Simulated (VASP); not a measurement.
# SiC (P6_3mc) in VASP: further runs

The runs below take SiC through relaxation of cell and atoms, with PBE.

Program: VASP 6.6.1. These are calculated values, not measurements. Logs are shortened: lines on timing, memory, paths and dates and some standing lists are left out, and cuts for length are marked.

## Step 1: The cell of the first run

The structure is hexagonal, space group P6_3mc (No. 186). Conventional cell: a = 3.076 Å, b = 3.076 Å, c = 5.048 Å, α = 90.00°, β = 90.00°, γ = 120.00°. Within 2.5 Å of Si (site symmetry 3m) lie 4 C at 1.87 to 1.94 Å. Within 2.5 Å of C (site symmetry 3m) lie 4 Si at 1.87 to 1.94 Å.

## Step 2: Relaxation of cell and atoms, PBE

File INCAR:

```
SYSTEM = SiC
  PREC = Accurate
  ENCUT = 600
  EDIFF = 1E-7
  ISMEAR = 0
  SIGMA = 0.01
  LREAL = .False.
  LASPH = .True.
  NELM = 120
  ALGO = Normal
  ISIF = 3
  LWAVE = .False.
  LCHARG = .False.
  GGA = PE
  IBRION = 2
  NSW = 80
  EDIFFG = -0.05
  GGA_COMPAT = .False.
  NELMIN = 4
```

File KPOINTS:

```
Automatic mesh
0
Gamma
  6 6 4
  0 0 0
```

File POSCAR:

```
SiC
1.0
    3.0760000000      0.0000000000      0.0000000000
   -1.5380000000      2.6638940000      0.0000000000
    0.0000000000      0.0000000000      5.0480000000
Si C
2 2
Direct
    0.3333333333      0.6666666667      0.0000000000
    0.6666666667      0.3333333333      0.5000000000
    0.3333333333      0.6666666667      0.3850000000
    0.6666666667      0.3333333333      0.8850000000
```

Potentials or basis: VASP PAW PBE potentials, release 64 (Si, C).

On the command line:

```sh
cat potpaw_PBE.64/Si/POTCAR potpaw_PBE.64/C/POTCAR > POTCAR
mpirun -np 1 vasp_std > vasp.out
```

OUTCAR:

```text
SYSTEM = SiC
   PREC = Accurate
   ENCUT = 600
   EDIFF = 1E-7
   ISMEAR = 0
   LREAL = .False.
   LASPH = .True.
   NELM = 120
   ISIF = 3
   GGA = PE
   IBRION = 2
   NSW = 80
   EDIFFG = -0.05
   NELMIN = 4

 ion  position               nearest neighbor table
   1  0.333  0.667  0.000-   4 1.87   4 1.87   4 1.87   3 1.94   2 3.09   2 3.09   2 3.09   2 3.09
                             2 3.09   2 3.09
   2  0.667  0.333  0.500-   3 1.87   3 1.87   3 1.87   4 1.94   1 3.09   1 3.09   1 3.09   1 3.09
                             1 3.09   1 3.09
   3  0.333  0.667  0.385-   2 1.87   2 1.87   2 1.87   1 1.94
   4  0.667  0.333  0.885-   1 1.87   1 1.87   1 1.87   2 1.94

  LATTYP: Found a hexagonal cell.
 ALAT       =     3.0760000000
 C/A-ratio  =     1.6410923277

  Lattice vectors:

 A1 = (   3.0760000000,   0.0000000000,   0.0000000000)
 A2 = (  -1.5380000000,   2.6638940000,   0.0000000000)
 A3 = (   0.0000000000,   0.0000000000,   5.0480000000)

Analysis of symmetry for initial positions (statically):
=====================================================================
 Subroutine PRICEL returns:
 Original cell was already a primitive cell.

 Routine SETGRP: Setting up the symmetry group for a
 hexagonal supercell.

 Subroutine GETGRP returns: Found 12 space group operations
 (whereof  6 operations were pure point group operations)
 out of a pool of 24 trial point group operations.

The static configuration has the point symmetry C_3v.
 The point group associated with its full space group is C_6v.

Analysis of symmetry for dynamics (positions and initial velocities):
=====================================================================
 Subroutine PRICEL returns:
 Original cell was already a primitive cell.

 Routine SETGRP: Setting up the symmetry group for a
 hexagonal supercell.

 Subroutine GETGRP returns: Found 12 space group operations
 (whereof  6 operations were pure point group operations)
 out of a pool of 24 trial point group operations.

The dynamic configuration has the point symmetry C_3v.
 The point group associated with its full space group is C_6v.

 Subroutine INISYM returns: Found 12 space group operations
 (whereof  6 operations are pure point group operations),
 and found     1 'primitive' translations

----------------------------------------------------------------------------------------

                                     Primitive cell

  volume of cell :      41.3640

  direct lattice vectors                    reciprocal lattice vectors
     3.076000000  0.000000000  0.000000000     0.325097529  0.187695156  0.000000000
    -1.538000000  2.663894000  0.000000000     0.000000000  0.375390312  0.000000000
     0.000000000  0.000000000  5.048000000     0.000000000  0.000000000  0.198098257

  length of vectors
     3.076000000  3.075999877  5.048000000     0.375390297  0.375390312  0.198098257

  position of ions in fractional coordinates (direct lattice)
     0.333333333  0.666666667  0.000000000
     0.666666667  0.333333333  0.500000000
     0.333333333  0.666666667  0.385000000
     0.666666667  0.333333333  0.885000000

  ion indices of the primitive-cell ions
   primitive index   ion index
                 1           1
                 2           2
                 3           3
                 4           4

----------------------------------------------------------------------------------------

 KPOINTS: Automatic mesh

Automatic generation of k-mesh.
 Grid dimensions read from file:
 generate k-points for:    6    6    4

 Generating k-lattice:

  Cartesian coordinates                     Fractional coordinates (reciprocal lattice)
     0.054182922  0.031282526  0.000000000     0.166666667  0.000000000  0.000000000
     0.000000000  0.062565052  0.000000000     0.000000000  0.166666667  0.000000000
     0.000000000  0.000000000  0.049524564     0.000000000  0.000000000  0.250000000

  Length of vectors
     0.062565050  0.062565052  0.049524564

  Shift w.r.t. Gamma in fractional coordinates (k-lattice)
     0.000000000  0.000000000  0.000000000

 Subroutine IBZKPT returns following result:
 ===========================================

 Found     21 irreducible k-points:

 Following reciprocal coordinates:
            Coordinates               Weight
  0.000000  0.000000  0.000000      1.000000
  0.166667 -0.000000  0.000000      6.000000
  0.333333  0.000000  0.000000      6.000000
  0.500000  0.000000  0.000000      3.000000
  0.166667  0.166667  0.000000      6.000000
  0.333333  0.166667  0.000000     12.000000
[... 13 lines left out ...]
  0.333333  0.166667  0.500000     12.000000
  0.333333  0.333333  0.500000      2.000000
   k-points           NKPTS =     21   k-points in BZ     NKDIM =     21   number of bands    NBANDS=     12
   number of dos      NEDOS =    301   number of ions     NIONS =      4
   total plane-waves  NPLWV =  31360
   dimension x,y,z NGX =    28 NGY =   28 NGZ =   40
   dimension x,y,z NGXF=    56 NGYF=   56 NGZF=   80
   ions per type =               2   2
   NGX,Y,Z   is equivalent  to a cutoff of  15.13, 15.13, 13.17 a.u.
   NGXF,Y,Z  is equivalent  to a cutoff of  30.27, 30.27, 26.35 a.u.
 SYSTEM =  SiC
   PREC   = accura    normal or accurate (medium, high low for compatibility)
   ISTART =      0    job   : 0-new  1-cont  2-samecut
   ICHARG =      2    charge: 1-file 2-atom 10-const
   ISPIN  =      1    spin polarized calculation?
   LNONCOLLINEAR =      F non collinear calculations
   LSORBIT =      F    spin-orbit coupling
   LASPH  =      T    aspherical Exc in radial PAW
   ENCUT  =  600.0 eV  44.10 Ry    6.64 a.u.   6.14  6.14 10.08*2*pi/ulx,y,z
   NELM   =    120;   NELMIN=  4; NELMDL= -5     # of ELM steps
   EDIFF  = 0.1E-06   stopping-criterion for ELM
   LREAL  =      F    real-space projection
   EDIFFG = -.5E-01   stopping-criterion for IOM
   NSW    =     80    number of steps for IOM
   IBRION =      2    ionic relax: 0-MD 1-quasi-New 2-CG
   NFREE  =      1    steps in history (QN), initial steepest desc. (CG)
   ISIF   =      3    stress and relaxation
   ISYM   =      2    0-nonsym 1-usesym 2-fastsym
   POTIM  = 0.5000    time-step for ionic-motion
   TEBEG  =    0.0;   TEEND  =   0.0 temperature during run
   PSTRESS=    0.0 pullay stress
   NELECT =      16.0000    total number of electrons
   NUPDOWN=      -1.0000    fix difference up-down
   EMIN   =  10.00;   EMAX   =-10.00  energy-range for DOS
   EFERMI =   0.00;   METHOD = LEGACY
   ISMEAR =     0;   SIGMA  =   0.01  broadening in eV -4-tet -1-fermi 0-gaus
   EFERMI_NEDOS =   21; number of points for ismear=-14 and -15
   IALGO  =     38    algorithm
   IMIX   =      4    mixing-type and parameters
     AMIX     =   0.40;   BMIX     =  1.00
     AMIX_MAG =   1.60;   BMIX_MAG =  1.00
  volume/ion in A,a.u.               =      10.34        69.78
  Fermi-wavevector in a.u.,A,eV,Ry     =   1.192817  2.254098 19.358550  1.422813
  Thomas-Fermi vector in A             =   2.328847
   LORBIT       =      0    0 simple, 1 ext, 2 COOP (PROOUT), +10 PAW based schemes
   GGA     = PE    functional components
   LHFCALC =     F    Hartree Fock is set to
   AEXX    =    0.0000 exact exchange contribution
   IVDW    =     0    specifies the selected vdW correction
   LEPSILON=     F    determine dielectric tensor
   LRPA    =     F    only Hartree local field effects (RPA)
 conjugate gradient relaxation of ions
 non-spin polarized calculation
 Gauss-broadening in eV      SIGMA  =   0.01
  energy-cutoff  :      600.00
  volume of cell :       41.36
 maximum number of plane-waves:      1404
 NGX is ok and might be reduce to    28
   NGX = 13   NGY = 13   NGZ = 21

--------------------------------------- Ionic step        1  -------------------------------------------

 number of electron      16.0000001 magnetization

 Free energy of the ion-electron system (eV)
  ---------------------------------------------------
  ext. energy  EPLUGINS =         0.00000000
  ---------------------------------------------------
  free energy    TOTEN  =       -30.06040668 eV

  energy without entropy =      -30.06040668  energy(sigma->0) =      -30.06040668

------------------------ aborting loop because EDIFF is reached ----------------------------------------

  FORCE on cell =-STRESS in cart. coord.  units (eV):
  Direction    XX          YY          ZZ          XY          YZ          ZX
  --------------------------------------------------------------------------------------
  -------------------------------------------------------------------------------------
  Total        1.3316852      1.3316850      0.0457155      0.0000000      0.0000000      0.0000000
  in kB       51.5809723     51.5809668      1.7707244      0.0000000      0.0000000      0.0000000
  external PRESSURE =      34.9775545 kB  Pullay stress =       0.0000000 kB
[... 99 lines left out ...]
  energy  without entropy=      -30.0990180683  energy(sigma->0) =      -30.09901807

--------------------------------------- Ionic step        4  -------------------------------------------

 number of electron      16.0000000 magnetization

 Free energy of the ion-electron system (eV)
  ---------------------------------------------------
  ext. energy  EPLUGINS =         0.00000000
  ---------------------------------------------------
  free energy    TOTEN  =       -30.10191195 eV

  energy without entropy =      -30.10191195  energy(sigma->0) =      -30.10191195

 E-fermi :   8.1581     XC(G=0): -11.2863

 val. band max:        8.1030781012   @ k =   0.0000   0.0000   0.0000
 cond. band min:      10.3923022022   @ k =   0.3333   0.3333   0.0000
 fundamental gap:      2.2892241009
 Fermi energy:         8.1580987335

 k-point     1 :       0.0000    0.0000    0.0000
  band No.  band energies     occupation
      1      -7.3561      2.00000
      2      -3.8436      2.00000
      3      -0.5217      2.00000
      4       6.7935      2.00000
      5       6.7935      2.00000
      6       7.9811      2.00000
      7       8.1031      2.00000
      8       8.1031      2.00000
      9      12.7868      0.00000
     10      14.1501      0.00000
     11      14.6804      0.00000
     12      14.6804      0.00000
[... 329 lines left out ...]
  FREE ENERGIE OF THE ION-ELECTRON SYSTEM (eV)
  ---------------------------------------------------
  free  energy   TOTEN  =       -30.1019119483 eV

  energy  without entropy=      -30.1019119483  energy(sigma->0) =      -30.10191195

 reached required accuracy - stopping structural energy minimisation
```

Run time: 56 s. Hardware: 1 thread of Intel Xeon Platinum 8375C at 2.90GHz (Ice Lake), shared host; peak memory 0.17 GiB.

What came out:

```
Free energy                           : -30.1019 eV
Relaxed volume                        : 10.49 Å³/atom
Relaxed cell                          : a = 3.090 Å, b = 3.090 Å, c = 5.074 Å, α = 90.00°, β = 90.00°, γ = 120.00°
Space group after relaxing (to 0.1 Å) : P6_3mc (No. 186)
Energy gained by relaxing             : 10.4 meV/atom
Ionic steps                           : 4
Pressure after relaxing               : 0.1 GPa
Largest force after relaxing          : 0.025 eV/Å
Band gap on the k mesh                : 2.29 eV (least direct gap 3.94 eV)
```

Forces on the atoms (eV/Å):
```
Si   0.000  0.000 -0.025
Si   0.000  0.000 -0.025
C    0.000  0.000  0.025
C    0.000  0.000  0.025
```

Step by step:
```tsv
step	energy change (eV)	largest force (eV/Å)	pressure (GPa)	volume (Å³)
1	0.0000	0.7450	3.50	41.36
2	-0.0027	0.6235	-3.41	42.73
3	-0.0386	0.0837	-0.43	42.06
4	-0.0415	0.0247	0.06	41.97
```

Final structure:
```xyz
4
Lattice="3.0904 0.0000 0.0000 -1.5452 2.6764 0.0000 0.0000 0.0000 5.0736" Properties=species:S:1:pos:R:3 pbc="T T T"
Si    0.0000    1.7843    0.0238
Si    1.5452    0.8921    2.5607
C     0.0000    1.7843    1.9295
C     1.5452    0.8921    4.4663
```

Caveat: the relaxation stopped at a loose force limit of 0.05 eV/Å, so its end isn't a converged minimum.

[end of part 1 of 2]
